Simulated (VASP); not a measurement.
Mn: single point with PBE

Mn:

```
CELL_PARAMETERS angstrom
0.00000 2.47647 2.47647
2.47647 0.00000 2.47647
2.47647 2.47647 0.00000
ATOMIC_POSITIONS crystal
Mn 0.00000 0.00000 0.00000
Mn 0.25000 0.25000 0.25000
```

```json
{
  "Program": "VASP 6.6.1",
  "Task": "single point",
  "Functional": "PBE",
  "Potentials or basis": "VASP PAW PBE potentials, release 64 (Mn_pv)",
  "Cutoff": "520 eV",
  "k mesh": "9 × 9 × 9",
  "Occupations": "fermi-dirac, width 0.136057 eV",
  "Spin": "no spin polarisation",
  "Dipole correction": "no",
  "Further INCAR settings": "ALGO = Normal; EDIFF = 1e-06; NBANDS = 20"
}
```

```yaml
Pressure: 0.6 GPa
Band_gap_on_the_k_mesh: zero (band 13 reaches 6.48 eV, above the bottom of band 14 at 5.96 eV)
```

Levels at points of the mesh, in eV from the Fermi level:
```csv
k point,band 11,band 12,band 13,band 14,band 15,band 16
"(0.00, 0.00, 0.00)",-1.71,-1.71,0.41,0.41,0.41,2.24
```

Wall time 44 s on 1 thread of Intel Xeon 8259CL (shared host), peak memory 0.16 GiB.

Caveat: the run has no spin polarisation, though such a crystal can be magnetic. Spin polarisation is off, so any magnetic state and its effect on volume and gap are missing.
